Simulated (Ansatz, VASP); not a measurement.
## AlN in VASP and in Ansatz

```
CELL_PARAMETERS angstrom
0.00000 2.03452 2.08538
2.03452 0.00000 2.08538
2.03452 2.03452 0.00000
ATOMIC_POSITIONS crystal
Al 0.50000 0.50000 0.50000
N 0.00000 0.00000 0.00000
```

Change from the starting cell: strain +0.0250 x Voigt [0, 0, 1, 0, 0, 0], atoms carried along.

Alike in both runs: task single point; functional r2SCAN; k mesh 10 × 10 × 10; occupations gaussian, width 0.05 eV; no spin polarisation.

|  | VASP | Ansatz |
| --- | --- | --- |
| version | VASP 6.6.1 | Ansatz 0.2.0 |
| potentials or method | VASP PAW PBE potentials, release 64 (Al, N), cutoff 520 eV | scalar-relativistic, plane waves, PAW |
| valence electrons in the cell | 8 | 8 |

```tsv
	VASP	Ansatz	Ansatz less VASP
gap on the k mesh at the Fermi level (eV)	4.87	4.86	-0.004
least direct gap on the mesh (eV)	5.75	5.70	-0.044
pressure (GPa)	-12.5	-11.8	+0.77
traceless stress, the component that is largest in VASP (GPa)	-3.30	-3.24	+0.059
```

VASP's potentials were made for PBE, not for r2SCAN.
